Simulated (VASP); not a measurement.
# SnSe (Fm-3m) in VASP: further runs

The runs below take SnSe through single point, with revPBE+D3(BJ), LDA, PBEsol+D3(BJ), r2SCAN+D4, r2SCAN+D3(BJ).

Everything below comes from runs of VASP 6.6.1. Logs are shortened: lines on timing, memory, paths and dates and some standing lists are left out, and cuts for length are marked.

**1. The cell of the first run**

It takes space group Fm-3m (No. 225, cubic). Conventional cell: a = 6.020 Å, b = 6.020 Å, c = 6.020 Å, α = 90.00°, β = 90.00°, γ = 90.00°. Within 4.0 Å of Sn (site symmetry m-3m) lie 6 Se at 3.01 Å. Within 4.0 Å of Se (site symmetry m-3m) lie 6 Sn at 3.01 Å.

**2. Single point, revPBE+D3(BJ) (27.27 Å³/atom)**

Input file INCAR:

```
PREC = Accurate ; ENCUT = 500
EDIFF = 1E-6 ; ISMEAR = 0
SIGMA = 0.05 ; LREAL = F
LASPH = T ; NELM = 120
ALGO = Normal ; ISIF = 2
LWAVE = F ; LCHARG = T
GGA = RE ; IVDW = 12
LELF = T ; LVHAR = T
NBANDS = 17 ; GGA_COMPAT = F
```

Input file KPOINTS:

```
regular mesh
0
Gamma
  8 8 8
```

Input file POSCAR:

```
SnSe
1.0
    0.0000000000      3.0099885784      3.0099885784
    3.0099885784      0.0000000000      3.0099885784
    3.0099885784      3.0099885784      0.0000000000
Sn Se
1 1
Direct
    0.0000000000      0.0000000000      0.0000000000
    0.5000000000      0.5000000000      0.5000000000
```

Potentials or basis: VASP PAW PBE potentials, release 64 (Sn_d, Se).

Run with:

```console
$ cat potpaw_PBE.64/Sn_d/POTCAR potpaw_PBE.64/Se/POTCAR > POTCAR
$ mpirun -np 1 vasp_std > vasp.out
```

OUTCAR:

```text
PREC = Accurate
   ENCUT = 500
   EDIFF = 1E-6
   ISMEAR = 0
   LREAL = F
   LASPH = T
   NELM = 120
   ISIF = 2
   GGA = RE
   IVDW = 12
 IVDW          = 12

 ion  position               nearest neighbor table
   1  0.000  0.000  0.000-   2 3.01   2 3.01   2 3.01   2 3.01   2 3.01   2 3.01
   2  0.500  0.500  0.500-   1 3.01   1 3.01   1 3.01   1 3.01   1 3.01   1 3.01

  LATTYP: Found a face centered cubic cell.
 ALAT       =     6.0199771568

  Lattice vectors:

 A1 = (   0.0000000000,   3.0099885784,   3.0099885784)
 A2 = (   3.0099885784,   0.0000000000,   3.0099885784)
 A3 = (   3.0099885784,   3.0099885784,   0.0000000000)

Analysis of symmetry for initial positions (statically):
=====================================================================
 Subroutine PRICEL returns:
 Original cell was already a primitive cell.

 Routine SETGRP: Setting up the symmetry group for a
 face centered cubic supercell.

 Subroutine GETGRP returns: Found 48 space group operations
 (whereof 48 operations were pure point group operations)
 out of a pool of 48 trial point group operations.

The static configuration has the point symmetry O_h .

Analysis of symmetry for dynamics (positions and initial velocities):
=====================================================================
 Subroutine PRICEL returns:
 Original cell was already a primitive cell.

 Routine SETGRP: Setting up the symmetry group for a
 face centered cubic supercell.

 Subroutine GETGRP returns: Found 48 space group operations
 (whereof 48 operations were pure point group operations)
 out of a pool of 48 trial point group operations.

The dynamic configuration has the point symmetry O_h .

 Subroutine INISYM returns: Found 48 space group operations
 (whereof 48 operations are pure point group operations),
 and found     1 'primitive' translations

----------------------------------------------------------------------------------------

                                     Primitive cell

  volume of cell :      54.5412

  direct lattice vectors                    reciprocal lattice vectors
     0.000000000  3.009988578  3.009988578    -0.166113587  0.166113587  0.166113587
     3.009988578  0.000000000  3.009988578     0.166113587 -0.166113587  0.166113587
     3.009988578  3.009988578  0.000000000     0.166113587  0.166113587 -0.166113587

  length of vectors
     4.256766670  4.256766670  4.256766670     0.287717173  0.287717173  0.287717173

  position of ions in fractional coordinates (direct lattice)
     0.000000000  0.000000000  0.000000000
     0.500000000  0.500000000  0.500000000

  ion indices of the primitive-cell ions
   primitive index   ion index
                 1           1
                 2           2

----------------------------------------------------------------------------------------

 KPOINTS: regular mesh

Automatic generation of k-mesh.
 Grid dimensions read from file:
 generate k-points for:    8    8    8

 Generating k-lattice:

  Cartesian coordinates                     Fractional coordinates (reciprocal lattice)
    -0.020764198  0.020764198  0.020764198     0.125000000  0.000000000  0.000000000
     0.020764198 -0.020764198  0.020764198     0.000000000  0.125000000  0.000000000
     0.020764198  0.020764198 -0.020764198     0.000000000  0.000000000  0.125000000

  Length of vectors
     0.035964647  0.035964647  0.035964647

  Shift w.r.t. Gamma in fractional coordinates (k-lattice)
     0.000000000  0.000000000  0.000000000

 Subroutine IBZKPT returns following result:
 ===========================================

 Found     29 irreducible k-points:

 Following reciprocal coordinates:
            Coordinates               Weight
  0.000000  0.000000  0.000000      1.000000
  0.125000  0.000000  0.000000      8.000000
  0.250000  0.000000  0.000000      8.000000
  0.375000  0.000000  0.000000      8.000000
  0.500000  0.000000  0.000000      4.000000
  0.125000  0.125000  0.000000      6.000000
[... 16 lines left out ...]
  0.500000  0.250000  0.125000     48.000000
 -0.375000  0.250000  0.125000     24.000000
 [... further k-points ...]
   k-points           NKPTS =     29   k-points in BZ     NKDIM =     29   number of bands    NBANDS=     17
   number of dos      NEDOS =    301   number of ions     NIONS =      2
   total plane-waves  NPLWV =  32768
   dimension x,y,z NGX =    32 NGY =   32 NGZ =   32
   dimension x,y,z NGXF=    64 NGYF=   64 NGZF=   64
   ions per type =               1   1
   NGX,Y,Z   is equivalent  to a cutoff of  12.50, 12.50, 12.50 a.u.
   NGXF,Y,Z  is equivalent  to a cutoff of  24.99, 24.99, 24.99 a.u.
 SYSTEM =  unknown system
   PREC   = accura    normal or accurate (medium, high low for compatibility)
   ISTART =      0    job   : 0-new  1-cont  2-samecut
   ICHARG =      2    charge: 1-file 2-atom 10-const
   ISPIN  =      1    spin polarized calculation?
   LNONCOLLINEAR =      F non collinear calculations
   LSORBIT =      F    spin-orbit coupling
   LASPH  =      T    aspherical Exc in radial PAW
   ENCUT  =  500.0 eV  36.75 Ry    6.06 a.u.   7.76  7.76  7.76*2*pi/ulx,y,z
   NELM   =    120;   NELMIN=  2; NELMDL= -5     # of ELM steps
   EDIFF  = 0.1E-05   stopping-criterion for ELM
   LREAL  =      F    real-space projection
   EDIFFG = 0.1E-04   stopping-criterion for IOM
   NSW    =      0    number of steps for IOM
   IBRION =     -1    ionic relax: 0-MD 1-quasi-New 2-CG
   NFREE  =      0    steps in history (QN), initial steepest desc. (CG)
   ISIF   =      2    stress and relaxation
   ISYM   =      2    0-nonsym 1-usesym 2-fastsym
   POTIM  = 0.5000    time-step for ionic-motion
   TEBEG  =    0.0;   TEEND  =   0.0 temperature during run
   PSTRESS=    0.0 pullay stress
   NELECT =      20.0000    total number of electrons
   NUPDOWN=      -1.0000    fix difference up-down
   EMIN   =  10.00;   EMAX   =-10.00  energy-range for DOS
   EFERMI =   0.00;   METHOD = LEGACY
   ISMEAR =     0;   SIGMA  =   0.05  broadening in eV -4-tet -1-fermi 0-gaus
   EFERMI_NEDOS =   21; number of points for ismear=-14 and -15
   IALGO  =     38    algorithm
   IMIX   =      4    mixing-type and parameters
     AMIX     =   0.40;   BMIX     =  1.00
     AMIX_MAG =   1.60;   BMIX_MAG =  1.00
  volume/ion in A,a.u.               =      27.27       184.03
  Fermi-wavevector in a.u.,A,eV,Ry     =   1.171773  2.214329 18.681491  1.373051
  Thomas-Fermi vector in A             =   2.308211
   LORBIT       =      0    0 simple, 1 ext, 2 COOP (PROOUT), +10 PAW based schemes
   GGA     = RE    functional components
   LHFCALC =     F    Hartree Fock is set to
   AEXX    =    0.0000 exact exchange contribution
   IVDW    =    12    specifies the selected vdW correction
   LEPSILON=     F    determine dielectric tensor
   LRPA    =     F    only Hartree local field effects (RPA)
 non-spin polarized calculation
 Gauss-broadening in eV      SIGMA  =   0.05
  energy-cutoff  :      500.00
  volume of cell :       54.54
 maximum number of plane-waves:      1411
   NGX = 15   NGY = 15   NGZ = 15

 number of electron      20.0000005 magnetization

 Free energy of the ion-electron system (eV)
  ---------------------------------------------------
  ext. energy  EPLUGINS =         0.00000000
  ---------------------------------------------------
  free energy    TOTEN  =        -7.60442174 eV

  energy without entropy =       -7.60442174  energy(sigma->0) =       -7.60442174

 E-fermi :   6.0216     XC(G=0):  -9.5105

 val. band max:        5.7167928391   @ k =   0.5000   0.0000   0.0000
 cond. band min:       6.2703868588   @ k =   0.5000   0.0000   0.0000
 fundamental gap:      0.5535940197
 Fermi energy:         6.0216009011

 k-point     1 :       0.0000    0.0000    0.0000
  band No.  band energies     occupation
      1     -15.9887      2.00000
      2     -15.9887      2.00000
      3     -15.9887      2.00000
      4     -15.9843      2.00000
      5     -15.9843      2.00000
      6      -8.1810      2.00000
[... 9 lines left out ...]
     16      11.5488      0.00000
     17      13.8113      0.00000

 k-point     2 :       0.1250    0.0000    0.0000
  band No.  band energies     occupation
      1     -15.9883      2.00000
      2     -15.9878      2.00000
      3     -15.9878      2.00000
      4     -15.9844      2.00000
      5     -15.9844      2.00000
      6      -8.0720      2.00000
[... 9 lines left out ...]
     16      11.9179      0.00000
     17      14.8436      0.00000

 k-point     3 :       0.2500    0.0000    0.0000
  band No.  band energies     occupation
      1     -15.9894      2.00000
      2     -15.9894      2.00000
      3     -15.9874      2.00000
      4     -15.9811      2.00000
      5     -15.9811      2.00000
      6      -7.7785      2.00000
[... 9 lines left out ...]
     16      12.8753      0.00000
     17      16.9951      0.00000

 k-point     4 :       0.3750    0.0000    0.0000
  band No.  band energies     occupation
      1     -15.9920      2.00000
      2     -15.9920      2.00000
      3     -15.9865      2.00000
      4     -15.9768      2.00000
      5     -15.9768      2.00000
      6      -7.4242      2.00000
[... 9 lines left out ...]
     16      14.3467      0.00000
     17      17.1574      0.00000
[... 343 lines left out ...]
      1     -15.9942      2.00000
      2     -15.9892      2.00000
      3     -15.9856      2.00000
      4     -15.9804      2.00000
      5     -15.9775      2.00000
      6      -7.5450      2.00000
[... 9 lines left out ...]
     16      15.1213      0.00000
     17      15.2552      0.00000

 k-point    23 :       0.5000    0.2500    0.1250
  band No.  band energies     occupation
      1     -15.9968      2.00000
      2     -15.9876      2.00000
      3     -15.9859      2.00000
      4     -15.9784      2.00000
      5     -15.9757      2.00000
      6      -7.2453      2.00000
[... 9 lines left out ...]
     16      15.3860      0.00000
     17      16.7693      0.00000

 k-point    24 :      -0.3750    0.2500    0.1250
  band No.  band energies     occupation
      1     -15.9977      2.00000
      2     -15.9884      2.00000
      3     -15.9832      2.00000
      4     -15.9796      2.00000
      5     -15.9745      2.00000
      6      -7.1044      2.00000
[... 9 lines left out ...]
     16      16.4970      0.00000
     17      16.5542      0.00000

 [... further k-points ...]

------------------------ aborting loop because EDIFF is reached ----------------------------------------

 Edisp (eV)   -1.33974

 E8    (eV) :    -0.9506

  FORCE on cell =-STRESS in cart. coord.  units (eV):
  Direction    XX          YY          ZZ          XY          YZ          ZX
  --------------------------------------------------------------------------------------
  -------------------------------------------------------------------------------------
  Total      -0.67551    -0.67551    -0.67551     0.00000     0.00000    -0.00000
  in kB     -19.84343   -19.84343   -19.84343     0.00000     0.00000    -0.00000
  external pressure =      -19.84 kB  Pullay stress =        0.00 kB

 VOLUME and BASIS-vectors are now :
 -----------------------------------------------------------------------------
  energy-cutoff  :      500.00
  volume of cell :       54.54
      direct lattice vectors                 reciprocal lattice vectors
     0.000000000  3.009988578  3.009988578    -0.166113587  0.166113587  0.166113587
     3.009988578  0.000000000  3.009988578     0.166113587 -0.166113587  0.166113587
     3.009988578  3.009988578  0.000000000     0.166113587  0.166113587 -0.166113587

 POSITION                                       TOTAL-FORCE (eV/Angst)
 -----------------------------------------------------------------------------------
      0.00000      0.00000      0.00000         0.000000      0.000000      0.000000
      3.00999      3.00999      3.00999        -0.000000     -0.000000     -0.000000
 -----------------------------------------------------------------------------------
    total drift:                                0.000000     -0.000000     -0.000000

  FREE ENERGIE OF THE ION-ELECTRON SYSTEM (eV)
  ---------------------------------------------------
  free  energy   TOTEN  =        -8.9441597089 eV

  energy  without entropy=       -8.9441597089  energy(sigma->0) =       -8.94415971
```

It took 19 s on 1 thread of Intel Xeon Platinum 8259CL at 2.50GHz (Skylake/Cascade Lake), shared host; peak memory 0.19 GiB.

Results:

| Property | Result |
| --- | --- |
| Free energy | -8.9442 eV |
| Pressure | -2.0 GPa |
| Band gap on the k mesh | 0.55 eV |
| Dispersion energy per atom | -0.670 eV |

Levels at points of the mesh, in eV from the valence-band top:
```csv
k point,band 8,band 9,band 10,band 11,band 12,band 13
"(0.00, 0.00, 0.00)",-2.24,-2.24,-2.24,4.31,4.31,4.31
"(0.50, 0.00, 0.00)",-2.00,-2.00,0.00,0.55,1.23,1.23
"(0.50, 0.50, 0.00)",-5.50,-3.68,-3.68,3.02,5.33,5.33
```

Caveat: the PAW data sets were made with another functional, which shifts forces and pressure a little; spin-orbit coupling is left out, which moves the levels of the heavy elements. A k mesh can miss the band edges.

[end of part 1 of 3]
